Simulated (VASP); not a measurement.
Runs of VASP 6.6.1 on GaSb. The structure is that of space group F-43m (No. 216), or close to it. The cells are those of the table. 

```csv
task,level,potentials or basis,cell,k mesh,cutoff (eV),second run,gap on the mesh (eV),pressure (GPa)
single point,PBE,"VASP PAW PBE potentials, release 64 (Ga_d, Sb)","a = 4.397 Å, angles 60.0°, 2 atoms",6 × 6 × 6,520,-,none,0.1
single point,r2SCAN,"VASP PAW PBE potentials, release 64 (Ga_d, Sb)","a = 4.336 Å, angles 60.0°, 2 atoms",8 × 8 × 8,520,-,0.40,0.1
relaxation of cell and atoms,r2SCAN,"VASP PAW PBE potentials, release 64 (Ga_d, Sb)","relaxed from a = 4.397 Å, angles 60.0°, 2 atoms",6 × 6 × 6,600,-,(a),0.0
single point,LDA,"VASP PAW LDA potentials, release 64 (Ga_d, Sb)","a = 4.278 Å, angles 60.0°, 2 atoms",6 × 6 × 6,520,-,0.11,0.1
single point,r2SCAN,"VASP PAW PBE potentials, release 64 (Ga_d, Sb_d_GW)","a = 4.336 Å, angles 60.0°, 2 atoms",8 × 8 × 8,550,valence_matched,0.40,0.0
```

Alike in all rows: no spin polarisation; smearing fermi-dirac 0.02 eV.

Problem. Estimate the missing entries.

Solution. (a) 0.39.

Caveats: spin-orbit coupling is left out, which moves the levels of the heavy elements; the PAW data sets were made with another functional, which shifts forces and pressure a little (some runs).

A k mesh can miss the band edges, and the runs leave out spin-orbit coupling on Ga, Sb.

A gap of «none» marks levels without a gap at the run's occupations.

The runs don't all hold the same shells in valence.
